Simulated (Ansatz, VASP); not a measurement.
## Two plane-wave programs on Hf4C

```xyz
5
Lattice="5.2350 0.0000 -0.0151 0.0000 3.2699 0.0000 -0.0410 0.0000 5.6000" Properties=species:S:1:pos:R:3 pbc="T T T"
Hf    3.8817    0.0000    1.8042
Hf    1.3123    0.0000    3.7807
Hf    1.2909    1.6350    0.9085
Hf    3.9031    1.6350    4.6764
C     0.0000    0.0000    0.0000
```

Alike in both runs: functional PBE; k mesh 6 × 10 × 6; occupations gaussian, width 0.1 eV; no spin polarisation.

Ansatz relaxed the structure, and its values are those at the end. VASP's run is a single point on that final structure, the one shown.

```csv
,VASP,Ansatz
version,VASP 6.6.1,Ansatz 0.2.0
potentials or method,"VASP PAW PBE potentials, release 64 (Hf_pv, C), cutoff 520 eV","scalar-relativistic, plane waves, PAW"
valence electrons in the cell,44,108
```

```csv
,VASP,Ansatz,Ansatz less VASP
gap on the k mesh at the Fermi level (eV),none,none,-
pressure (GPa),-0.5,0.0,+0.52
rms of the force components (eV/Å),0.028,0.001,-0.0269
```

A gap of «none» marks a metal or a gap that the smearing closes. The functional is the same, so the differences come from potentials, cutoffs and numerics. VASP's potentials hold 44 valence electrons a cell and Ansatz's 108, so a difference there can come from the potentials and not from the codes.

Neither program's run includes spin-orbit coupling.
